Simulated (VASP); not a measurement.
# Mg3BiSb (P3m1) in VASP: a series of runs

Mg3BiSb is run at these levels: PBEsol; tasks: single point.

All numbers are computed with VASP 6.6.1; they aren't measurements. Logs are shortened: lines on timing, memory, paths and dates and some standing lists are left out, and cuts for length are marked.

**1. The cell of the first run**

It takes space group P3m1 (No. 156, trigonal). Conventional cell: a = 4.726 Å, b = 4.726 Å, c = 7.457 Å, α = 90.00°, β = 90.00°, γ = 120.00°. Mg (site symmetry 3m) has 3 Sb at 3.19 Å and 3 Bi at 3.20 Å and 6 Mg at 3.83 to 3.93 Å within 4.2 Å. Within 3.8 Å of Mg (site symmetry 3m) lie 3 Sb at 2.92 Å and 1 Bi at 3.09 Å and 3 Mg at 3.35 Å. Mg (site symmetry 3m) has 3 Bi at 2.96 Å and 1 Sb at 2.99 Å and 3 Mg at 3.35 Å within 3.9 Å. Within 3.8 Å of Sb (site symmetry 3m) lie 7 Mg at 2.92 to 3.19 Å. Bi (site symmetry 3m) has 7 Mg at 2.96 to 3.20 Å within 3.9 Å.

**2. Single point, PBEsol**

Contents of INCAR:

```
PREC = Accurate
ENCUT = 520
EDIFF = 1E-6
ISMEAR = -1
SIGMA = 0.15
LREAL = False
LASPH = True
NELM = 80
ALGO = Normal
ISIF = 2
LWAVE = False
LCHARG = False
GGA = PS
NBANDS = 21
```

Contents of KPOINTS:

```
Automatic mesh
0
Gamma
  6 6 3
```

Contents of POSCAR:

```
Mg3BiSb
1.0
    4.7257199336      0.0000000000      0.0000000000
   -2.3628599668      4.0925935827      0.0000000000
    0.0000000000      0.0000000000      7.4572027521
Mg Sb Bi
3 1 1
Direct
    0.0000000000      0.0000000000      0.0044930000
    0.3333333333      0.6666666667      0.3649360000
    0.6666666667      0.3333333333      0.6258560000
    0.6666666667      0.3333333333      0.2250700000
    0.3333333333      0.6666666667      0.7796450000
```

Potentials or basis: VASP PAW PBE potentials, release 64 (Mg, Sb, Bi_d).

On the command line:

```sh
> cat potpaw_PBE.64/Mg/POTCAR potpaw_PBE.64/Sb/POTCAR potpaw_PBE.64/Bi_d/POTCAR > POTCAR
> mpirun -np 1 vasp_std > vasp.out
```

OUTCAR:

```text
PREC = Accurate
   ENCUT = 520
   EDIFF = 1E-6
   ISMEAR = -1
   LREAL = False
   LASPH = True
   NELM = 80
   ISIF = 2
   GGA = PS

 ion  position               nearest neighbor table
   1  0.000  0.000  0.004-   4 3.19   4 3.19   4 3.19   5 3.20   5 3.20   5 3.20
   2  0.333  0.667  0.365-   4 2.92   4 2.92   4 2.92   5 3.09   3 3.35   3 3.35   3 3.35
   3  0.667  0.333  0.626-   5 2.96   5 2.96   5 2.96   4 2.99   2 3.35   2 3.35   2 3.35
   4  0.667  0.333  0.225-   2 2.92   2 2.92   2 2.92   3 2.99   1 3.19   1 3.19   1 3.19
   5  0.333  0.667  0.780-   3 2.96   3 2.96   3 2.96   2 3.09   1 3.20   1 3.20   1 3.20

  LATTYP: Found a hexagonal cell.
 ALAT       =     4.7257199336
 C/A-ratio  =     1.5780035332

  Lattice vectors:

 A1 = (   4.7257199336,   0.0000000000,   0.0000000000)
 A2 = (  -2.3628599668,   4.0925935827,   0.0000000000)
 A3 = (   0.0000000000,   0.0000000000,   7.4572027521)

Analysis of symmetry for initial positions (statically):
=====================================================================
 Subroutine PRICEL returns:
 Original cell was already a primitive cell.

 Routine SETGRP: Setting up the symmetry group for a
 hexagonal supercell.

 Subroutine GETGRP returns: Found  6 space group operations
 (whereof  6 operations were pure point group operations)
 out of a pool of 24 trial point group operations.

The static configuration has the point symmetry C_3v.

Analysis of symmetry for dynamics (positions and initial velocities):
=====================================================================
 Subroutine PRICEL returns:
 Original cell was already a primitive cell.

 Routine SETGRP: Setting up the symmetry group for a
 hexagonal supercell.

 Subroutine GETGRP returns: Found  6 space group operations
 (whereof  6 operations were pure point group operations)
 out of a pool of 24 trial point group operations.

The dynamic configuration has the point symmetry C_3v.

 Subroutine INISYM returns: Found  6 space group operations
 (whereof  6 operations are pure point group operations),
 and found     1 'primitive' translations

----------------------------------------------------------------------------------------

                                     Primitive cell

  volume of cell :     144.2257
[... 84 lines left out ...]
   LASPH  =      T    aspherical Exc in radial PAW
   ENCUT  =  520.0 eV  38.22 Ry    6.18 a.u.   8.79  8.79 13.87*2*pi/ulx,y,z
   NELM   =     80;   NELMIN=  2; NELMDL= -5     # of ELM steps
   EDIFF  = 0.1E-05   stopping-criterion for ELM
   LREAL  =      F    real-space projection
   EDIFFG = 0.1E-04   stopping-criterion for IOM
   NSW    =      0    number of steps for IOM
   IBRION =     -1    ionic relax: 0-MD 1-quasi-New 2-CG
   NFREE  =      0    steps in history (QN), initial steepest desc. (CG)
   ISIF   =      2    stress and relaxation
   ISYM   =      2    0-nonsym 1-usesym 2-fastsym
   POTIM  = 0.5000    time-step for ionic-motion
   TEBEG  =    0.0;   TEEND  =   0.0 temperature during run
   PSTRESS=    0.0 pullay stress
   NELECT =      26.0000    total number of electrons
   NUPDOWN=      -1.0000    fix difference up-down
   EMIN   =  10.00;   EMAX   =-10.00  energy-range for DOS
   EFERMI =   0.00;   METHOD = LEGACY
   ISMEAR =    -1;   SIGMA  =   0.15  broadening in eV -4-tet -1-fermi 0-gaus
   EFERMI_NEDOS =   21; number of points for ismear=-14 and -15
   IALGO  =     38    algorithm
   IMIX   =      4    mixing-type and parameters
     AMIX     =   0.40;   BMIX     =  1.00
     AMIX_MAG =   1.60;   BMIX_MAG =  1.00
  volume/ion in A,a.u.               =      28.85       194.66
  Fermi-wavevector in a.u.,A,eV,Ry     =   0.924808  1.747634 11.636663  0.855271
  Thomas-Fermi vector in A             =   2.050594
   LORBIT       =      0    0 simple, 1 ext, 2 COOP (PROOUT), +10 PAW based schemes
   GGA     = PS    functional components
   LHFCALC =     F    Hartree Fock is set to
   AEXX    =    0.0000 exact exchange contribution
   IVDW    =     0    specifies the selected vdW correction
   LEPSILON=     F    determine dielectric tensor
   LRPA    =     F    only Hartree local field effects (RPA)
 non-spin polarized calculation
  energy-cutoff  :      520.00
  volume of cell :      144.23
 maximum number of plane-waves:      3915
 NGX is ok and might be reduce to    36
   NGX = 17   NGY = 17   NGZ = 27

 number of electron      26.0000002 magnetization

 Free energy of the ion-electron system (eV)
  ---------------------------------------------------
  ext. energy  EPLUGINS =         0.00000000
  ---------------------------------------------------
  free energy    TOTEN  =       -15.44966512 eV

  energy without entropy =      -15.38353867  energy(sigma->0) =      -15.41660190

 E-fermi :   3.8277     XC(G=0):  -8.7153

 val. band max:        3.8025984959   @ k =   0.0000   0.0000   0.0000
 cond. band min:       3.9494087106   @ k =   0.3333   0.0000   0.3333
 fundamental gap:      0.1468102147
 Fermi energy:         3.8276805471

 k-point     1 :       0.0000    0.0000    0.0000
  band No.  band energies     occupation
      1     -18.1222      2.00000
      2     -18.1222      2.00000
      3     -18.1136      2.00000
      4     -18.0891      2.00000
      5     -18.0891      2.00000
      6      -7.0648      2.00000
[... 397 lines left out ...]
     20       8.7025      0.00000
     21       9.5272      0.00000

------------------------ aborting loop because EDIFF is reached ----------------------------------------

  FORCE on cell =-STRESS in cart. coord.  units (eV):
  Direction    XX          YY          ZZ          XY          YZ          ZX
  --------------------------------------------------------------------------------------
  -------------------------------------------------------------------------------------
  Total       -2.5875102     -2.5875103     -2.5035583     -0.0000000      0.0000000      0.0000000
  in kB      -28.7441917    -28.7441927    -27.8115852     -0.0000000      0.0000000      0.0000000
  external PRESSURE =     -28.4333232 kB  Pullay stress =       0.0000000 kB

 VOLUME and BASIS-vectors are now :
 -----------------------------------------------------------------------------
  energy-cutoff  :      520.00
  volume of cell :      144.23
      direct lattice vectors                 reciprocal lattice vectors
     4.725719934  0.000000000  0.000000000     0.211607970  0.122171916  0.000000000
    -2.362859967  4.092593583  0.000000000     0.000000000  0.244343832  0.000000000
     0.000000000  0.000000000  7.457202752     0.000000000  0.000000000  0.134098540

 POSITION                                       TOTAL-FORCE (eV/Angst)
 -----------------------------------------------------------------------------------
      0.00000      0.00000      0.03351         0.000000      0.000000      0.027654
     -0.00000      2.72840      2.72140         0.000000      0.000000     -0.033460
      2.36286      1.36420      4.66714        -0.000000      0.000000      0.011680
      2.36286      1.36420      1.67839        -0.000000      0.000000      0.080434
     -0.00000      2.72840      5.81397        -0.000000      0.000000     -0.086309
 -----------------------------------------------------------------------------------
    total drift:                                0.000000     -0.000000     -0.000474

  FREE ENERGIE OF THE ION-ELECTRON SYSTEM (eV)
  ---------------------------------------------------
  free  energy   TOTEN  =       -15.4496651190 eV

  energy  without entropy=      -15.3835386734  energy(sigma->0) =      -15.41660190
```

OSZICAR:

```text
N       E                     dE             d eps       ncg     rms          rms(c)
DAV:   1     0.167791375680E+03    0.16779E+03   -0.11223E+04   714   0.107E+03
DAV:   2    -0.153399449102E+01   -0.16933E+03   -0.16418E+03   759   0.254E+02
DAV:   3    -0.156585718918E+02   -0.14125E+02   -0.13945E+02   884   0.833E+01
DAV:   4    -0.160558272757E+02   -0.39726E+00   -0.39699E+00   968   0.155E+01
DAV:   5    -0.160640733636E+02   -0.82461E-02   -0.82457E-02   968   0.196E+00    0.368E+00
DAV:   6    -0.155644821027E+02    0.49959E+00   -0.62316E-01   834   0.245E+00    0.196E+00
DAV:   7    -0.154537638698E+02    0.11072E+00   -0.38788E-01   848   0.239E+00    0.794E-01
DAV:   8    -0.154498520295E+02    0.39118E-02   -0.21637E-02   855   0.110E+00    0.392E-01
DAV:   9    -0.154497305938E+02    0.12144E-03   -0.20683E-03   834   0.239E-01    0.626E-02
DAV:  10    -0.154496566791E+02    0.73915E-04   -0.36343E-04   834   0.993E-02    0.191E-02
DAV:  11    -0.154496648207E+02   -0.81416E-05   -0.45125E-05   868   0.355E-02    0.161E-02
DAV:  12    -0.154496651190E+02   -0.29830E-06   -0.73695E-06   884   0.156E-02
   1 F= -.15449665E+02 E0= -.15416602E+02  d E =-.661264E-01
```

It took 18 s on 1 thread of Intel Xeon 6975P-C (Granite Rapids), shared host; peak memory 0.28 GiB.

What came out:

| Quantity | Value |
| --- | --- |
| Free energy | -15.4497 eV |
| Pressure | -2.8 GPa |
| Largest force | 0.086 eV/Å |
| Band gap on the k mesh | 0.15 eV, indirect (least direct gap 0.27 eV) |

Forces in eV/Å, atoms in the order of the input:
```
Mg   0.000  0.000  0.028
Mg   0.000  0.000 -0.033
Mg   0.000  0.000  0.012
Sb   0.000  0.000  0.080
Bi   0.000  0.000 -0.086
```

Caveat: the PAW data sets were made with another functional, which shifts forces and pressure a little; spin-orbit coupling is left out, which moves the levels of the heavy elements.

**3. Single point, PBEsol**

This run uses another cell than the first one, of 29.95 Å³/atom, 1.038 times its volume.

Contents of INCAR:

```
  PREC = Accurate
  ENCUT = 520
  EDIFF = 1E-6
  ISMEAR = -1
  SIGMA = 0.15
  LREAL = F
  LASPH = T
  NELM = 100
  ALGO = Normal
  ISIF = 2
  LWAVE = F
  LCHARG = F
  GGA = PS
  NBANDS = 21
```

Contents of KPOINTS:

```
regular mesh
0
Gamma
  6 6 3
```

POSCAR: that of step 2 with these lines changed.

```diff
@@ -2,5 +2,5 @@
 1.0
-    4.7257199336      0.0000000000      0.0000000000
-   -2.3628599668      4.0925935827      0.0000000000
-    0.0000000000      0.0000000000      7.4572027521
+    4.7855455243      0.0000000000      0.0000000000
+   -2.3927727621      4.1444040649      0.0000000000
+    0.0000000000      0.0000000000      7.5516077455
 Mg Sb Bi
```

Potentials or basis: VASP PAW PBE potentials, release 64 (Mg, Sb, Bi_d).

On the command line:

```sh
> cat potpaw_PBE.64/Mg/POTCAR potpaw_PBE.64/Sb/POTCAR potpaw_PBE.64/Bi_d/POTCAR > POTCAR
> mpirun -np 1 vasp_std > vasp.out
```

OUTCAR:

```text
PREC = Accurate
   ENCUT = 520
   EDIFF = 1E-6
   ISMEAR = -1
   LREAL = F
   LASPH = T
   NELM = 100
   ISIF = 2
   GGA = PS

 ion  position               nearest neighbor table
   1  0.000  0.000  0.004-   4 3.23   4 3.23   4 3.23   5 3.24   5 3.24   5 3.24
   2  0.333  0.667  0.365-   4 2.96   4 2.96   4 2.96   5 3.13   3 3.39   3 3.39   3 3.39
   3  0.667  0.333  0.626-   5 3.00   5 3.00   5 3.00   4 3.03   2 3.39   2 3.39   2 3.39
   4  0.667  0.333  0.225-   2 2.96   2 2.96   2 2.96   3 3.03   1 3.23   1 3.23   1 3.23
   5  0.333  0.667  0.780-   3 3.00   3 3.00   3 3.00   2 3.13   1 3.24   1 3.24   1 3.24

  LATTYP: Found a hexagonal cell.
[... 600 lines left out ...]
  -------------------------------------------------------------------------------------
  Total       -3.6944303     -3.6944304     -3.5677367     -0.0000000      0.0000000      0.0000000
  in kB      -39.5207426    -39.5207439    -38.1654524     -0.0000000      0.0000000      0.0000000
  external PRESSURE =     -39.0689796 kB  Pullay stress =       0.0000000 kB

 VOLUME and BASIS-vectors are now :
 -----------------------------------------------------------------------------
  energy-cutoff  :      520.00
  volume of cell :      149.77
      direct lattice vectors                 reciprocal lattice vectors
     4.785545524  0.000000000  0.000000000     0.208962593  0.120644607  0.000000000
    -2.392772762  4.144404065  0.000000000     0.000000000  0.241289214  0.000000000
     0.000000000  0.000000000  7.551607746     0.000000000  0.000000000  0.132422132

 POSITION                                       TOTAL-FORCE (eV/Angst)
 -----------------------------------------------------------------------------------
      0.00000      0.00000      0.03393         0.000000     -0.000000      0.027662
     -0.00000      2.76294      2.75585         0.000000     -0.000000     -0.041477
      2.39277      1.38147      4.72622        -0.000000      0.000000      0.006310
      2.39277      1.38147      1.69964        -0.000000     -0.000000      0.149580
     -0.00000      2.76294      5.88757        -0.000000     -0.000000     -0.142075
 -----------------------------------------------------------------------------------
    total drift:                                0.000000      0.000000     -0.000114

  FREE ENERGIE OF THE ION-ELECTRON SYSTEM (eV)
  ---------------------------------------------------
  free  energy   TOTEN  =       -15.3330050726 eV

  energy  without entropy=      -15.2604292088  energy(sigma->0) =      -15.29671714
```

OSZICAR:

```text
N       E                     dE             d eps       ncg     rms          rms(c)
DAV:   1     0.164445205269E+03    0.16445E+03   -0.10910E+04   714   0.105E+03
DAV:   2    -0.171978969414E+01   -0.16616E+03   -0.16132E+03   754   0.252E+02
DAV:   3    -0.155935435359E+02   -0.13874E+02   -0.13737E+02   933   0.823E+01
DAV:   4    -0.159619236802E+02   -0.36838E+00   -0.36821E+00   961   0.152E+01
DAV:   5    -0.159699027635E+02   -0.79791E-02   -0.79789E-02   968   0.189E+00    0.363E+00
DAV:   6    -0.154478242803E+02    0.52208E+00   -0.67538E-01   824   0.252E+00    0.190E+00
DAV:   7    -0.153374970720E+02    0.11033E+00   -0.39576E-01   842   0.236E+00    0.787E-01
DAV:   8    -0.153332602967E+02    0.42368E-02   -0.22337E-02   850   0.110E+00    0.405E-01
DAV:   9    -0.153330899346E+02    0.17036E-03   -0.24153E-03   863   0.243E-01    0.674E-02
DAV:  10    -0.153329943176E+02    0.95617E-04   -0.42573E-04   819   0.105E-01    0.200E-02
DAV:  11    -0.153330047230E+02   -0.10405E-04   -0.49255E-05   860   0.368E-02    0.169E-02
DAV:  12    -0.153330050726E+02   -0.34967E-06   -0.94818E-06   865   0.168E-02
   1 F= -.15333005E+02 E0= -.15296717E+02  d E =-.725759E-01
```

Run time: 19 s. Hardware: 1 thread of Intel Xeon 6975P-C (Granite Rapids), shared host; peak memory 0.28 GiB.

Results:

| Item | Value |
| --- | --- |
| Free energy | -15.3330 eV |
| Pressure | -3.9 GPa |
| Largest force | 0.150 eV/Å |
| Band gap on the k mesh | 0.17 eV, indirect (least direct gap 0.25 eV) |

Forces on the atoms (eV/Å):
```
Mg   0.000  0.000  0.028
Mg   0.000  0.000 -0.041
Mg   0.000  0.000  0.006
Sb   0.000  0.000  0.150
Bi   0.000  0.000 -0.142
```

Levels at points of the mesh, in eV from the valence-band top:
| k point | band 11 | band 12 | band 13 | band 14 | band 15 | band 16 |
| --- | --- | --- | --- | --- | --- | --- |
| (0.00, 0.00, 0.00) | -0.10 | -0.10 | 0.00 | 0.25 | 0.97 | 3.13 |
| (0.50, 0.00, 0.00) | -1.89 | -1.81 | -0.55 | 0.43 | 1.73 | 2.31 |

Caveat: the PAW data sets were made with another functional, which shifts forces and pressure a little; spin-orbit coupling is left out, which moves the levels of the heavy elements.

**4. Single point, PBEsol**

This run uses another cell than the first one, of 31.06 Å³/atom, 1.077 times its volume.

Contents of INCAR:

```
SYSTEM = Mg3BiSb
PREC     = Accurate       ! precision mode
ENCUT    = 520            ! plane-wave cutoff, eV
EDIFF    = 1E-6           ! SCF threshold, eV
ISMEAR   = -1             ! smearing method
SIGMA    = 0.15           ! smearing width, eV
LREAL    = .False.        ! projectors in reciprocal space
LASPH    = .True.         ! aspherical terms in the spheres
NELM     = 60             ! most SCF steps
ALGO     = Normal         ! electronic algorithm
ISIF     = 2              ! what is computed and relaxed
LWAVE    = .False.        ! write WAVECAR
LCHARG   = .False.        ! write CHGCAR
GGA      = PS             ! functional
NBANDS   = 21             ! bands
```

Contents of KPOINTS:

```
regular mesh
0
Gamma
  6 6 3
  0 0 0
```

POSCAR: that of step 3 with these lines changed.

```diff
@@ -2,5 +2,5 @@
 1.0
-    4.7855455243      0.0000000000      0.0000000000
-   -2.3927727621      4.1444040649      0.0000000000
-    0.0000000000      0.0000000000      7.5516077455
+    4.8439115878      0.0000000000      0.0000000000
+   -2.4219557939      4.1949505595      0.0000000000
+    0.0000000000      0.0000000000      7.6437096000
 Mg Sb Bi
```

On the command line:

```sh
> cat potpaw_PBE.64/Mg/POTCAR potpaw_PBE.64/Sb/POTCAR potpaw_PBE.64/Bi_d/POTCAR > POTCAR
> mpirun -np 1 vasp_std > vasp.out
```

Wall time 21 s (1 thread of Intel Xeon 6975P-C (Granite Rapids), shared host); peak memory 0.29 GiB.

Results (log left out):

- Free energy: -15.1833 eV
- Pressure: -4.8 GPa
- Largest force: 0.211 eV/Å
- Band gap on the k mesh: 0.19 eV, indirect (least direct gap 0.28 eV)

Forces in eV/Å, atoms in the order of the input:
```
Mg   0.000  0.000  0.028
Mg   0.000  0.000 -0.048
Mg   0.000  0.000  0.001
Sb   0.000  0.000  0.211
Bi   0.000  0.000 -0.192
```

Stress tensor (GPa, compression positive):
```
-4.82  0.00  0.00
 0.00 -4.82  0.00
 0.00  0.00 -4.65
```

Levels at points of the mesh, in eV from the valence-band top:
| k point | band 11 | band 12 | band 13 | band 14 | band 15 | band 16 |
| --- | --- | --- | --- | --- | --- | --- |
| (0.00, 0.00, 0.00) | -0.04 | -0.03 | -0.03 | 0.25 | 0.97 | 3.17 |
| (0.50, 0.00, 0.00) | -1.75 | -1.69 | -0.46 | 0.47 | 1.74 | 2.36 |

Caveat: the PAW data sets were made with another functional, which shifts forces and pressure a little; spin-orbit coupling is left out, which moves the levels of the heavy elements.

**5. Overview**

| cell | gap on the mesh (eV) | pressure (GPa) | largest force (eV/Å) |
| --- | --- | --- | --- |
| a = 4.726, b = 4.726, c = 7.457 Å, angles 90.0, 90.0, 120.0°, 5 atoms | 0.15 | -2.8 | 0.09 |
| a = 4.786, b = 4.786, c = 7.552 Å, angles 90.0, 90.0, 120.0°, 5 atoms | 0.17 | -3.9 | 0.15 |
| a = 4.844, b = 4.844, c = 7.644 Å, angles 90.0, 90.0, 120.0°, 5 atoms | 0.19 | -4.8 | 0.21 |

Alike in all rows: task single point; level PBEsol; potentials or basis VASP PAW PBE potentials, release 64 (Mg, Sb, Bi_d); no spin polarisation; k mesh 6 × 6 × 3; cutoff (eV) 520; smearing fermi-dirac 0.15 eV.

Caveats: the PAW data sets were made with another functional, which shifts forces and pressure a little; spin-orbit coupling is left out, which moves the levels of the heavy elements.

Total energies depend on the potentials used, so only differences within one code and one set of settings carry meaning.
